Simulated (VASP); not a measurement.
Set up this calculation in VASP 6.6.1, as the native input.

| Item | Value |
| --- | --- |
| Task | single point |
| Functional | PBE |
| Potentials or basis | VASP PAW PBE potentials, release 64 (Al, P) |
| Cutoff | 520 eV |
| k mesh | 6 × 6 × 2 |
| Occupations | gaussian, width 0.1 eV |
| Spin | no spin polarisation |
| Dipole correction | no |
| Further INCAR settings | ALGO = Normal; EDIFF = 1e-07; NBANDS = 22 |

The structure of AlP2 lies in POSCAR:

```
AlP2
1.0
    3.3759913888      0.0000000000      0.0000000000
   -1.6879956944      2.9236943057      0.0000000000
    0.0000000000      0.0000000000     10.6413634935
Al P
2 4
Direct
    0.3333333333      0.6666666667      0.3750000000
    0.6666666667      0.3333333333      0.8750000000
    0.3333333333      0.6666666667      0.0000000000
    0.6666666667      0.3333333333      0.5000000000
    0.0000000000      0.0000000000      0.2500000000
    0.0000000000      0.0000000000      0.7500000000
```

The input as run:

INCAR

```
SYSTEM = AlP2
ALGO     = Normal         ! electronic algorithm
EDIFF    = 1E-7           ! SCF threshold, eV
ENCUT    = 520            ! plane-wave cutoff, eV
GGA      = PE             ! functional
ISIF     = 2              ! what is computed and relaxed
ISMEAR   = 0              ! smearing method
LASPH    = .True.         ! aspherical terms in the spheres
LCHARG   = .True.         ! write CHGCAR
LELF     = .True.         ! ELF
LREAL    = .False.        ! projectors in reciprocal space
LVHAR    = .True.       
LWAVE    = .False.        ! write WAVECAR
NBANDS   = 22             ! bands
NELM     = 100            ! most SCF steps
PREC     = Accurate       ! precision mode
SIGMA    = 0.1            ! smearing width, eV
```

KPOINTS

```
k-points
0
Gamma
  6 6 2
  0 0 0
```

Potentials or basis: VASP PAW PBE potentials, release 64 (Al, P).

The run is started by

```sh
$ cat potpaw_PBE.64/Al/POTCAR potpaw_PBE.64/P/POTCAR > POTCAR
$ mpirun -np 1 vasp_std > vasp.out
```

It gave:

The pressure is 9.3 GPa. The largest force is 1.660 eV/Å and the band gap on the k mesh is zero (band 13 reaches 7.55 eV, above the bottom of band 14 at 5.39 eV).

Caveat: forces of over 1 eV/Å act on the atoms, so gaps and moduli don't describe the material at rest.

Run time: 24 s on 1 thread of AMD EPYC 9R45 96-Core Processor (Zen 5), with other jobs on the host, peak memory 0.2 GiB.
